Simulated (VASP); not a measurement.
Set up this calculation in VASP 6.6.1, as the native input.

| Property | Result |
| --- | --- |
| Task | single point |
| Functional | r2SCAN |
| Potentials or basis | VASP PAW PBE potentials, release 64 (Be) |
| Cutoff | 520 eV |
| k mesh | 18 × 18 × 18 |
| Occupations | fermi-dirac, width 0.1 eV |
| Spin | no spin polarisation |
| Dipole correction | no |
| Further INCAR settings | ALGO = Normal; EDIFF = 1e-06; NBANDS = 7 |

Be:

```
CELL_PARAMETERS angstrom
0.00000 1.58427 1.58427
1.58427 0.00000 1.58427
1.58427 1.58427 0.00000
ATOMIC_POSITIONS crystal
Be 0.00000 0.00000 0.00000
```

This isn't the form of Be at room conditions, which is hcp.

One way to write it, as run:

POSCAR

```
Be
1.0
    0.0000000000      1.5842710551      1.5842710551
    1.5842710551      0.0000000000      1.5842710551
    1.5842710551      1.5842710551      0.0000000000
Be
1
Direct
    0.0000000000      0.0000000000      0.0000000000
```

INCAR.step1

```
  ALGO = Normal
  EDIFF = 1E-4
  ENCUT = 520
  GGA = PE
  ISMEAR = -1
  LASPH = T
  LCHARG = F
  LREAL = F
  LWAVE = T
  NBANDS = 7
  NELM = 60
  PREC = Accurate
  SIGMA = 0.1
```

INCAR.step2

```
  ALGO = Normal
  EDIFF = 1E-6
  ENCUT = 520
  ISIF = 2
  ISMEAR = -1
  ISTART = 1
  LASPH = T
  LCHARG = F
  LMIXTAU = T
  LREAL = F
  LWAVE = F
  METAGGA = R2SCAN
  NBANDS = 7
  NELM = 60
  PREC = Accurate
  SIGMA = 0.1
```

KPOINTS

```
k-points
0
Gamma
  18 18 18
```

Potentials or basis: VASP PAW PBE potentials, release 64 (Be).

Command:

```bash
$ cat potpaw_PBE.64/Be/POTCAR > POTCAR
$ cp INCAR.step1 INCAR
$ mpirun -np 1 vasp_std > vasp.out
$ cp INCAR.step2 INCAR
$ mpirun -np 1 vasp_std > vasp.out
```

Results of the run:

- Pressure: -0.7 GPa
- Band gap on the k mesh: zero (bands 1 and 2 overlap by 0.56 eV)

Caveat: the PAW data sets were made with another functional, which shifts forces and pressure a little.

It took 52 s on 1 thread of AMD EPYC 7R13, with other jobs on the host, peak memory 0.09 GiB.
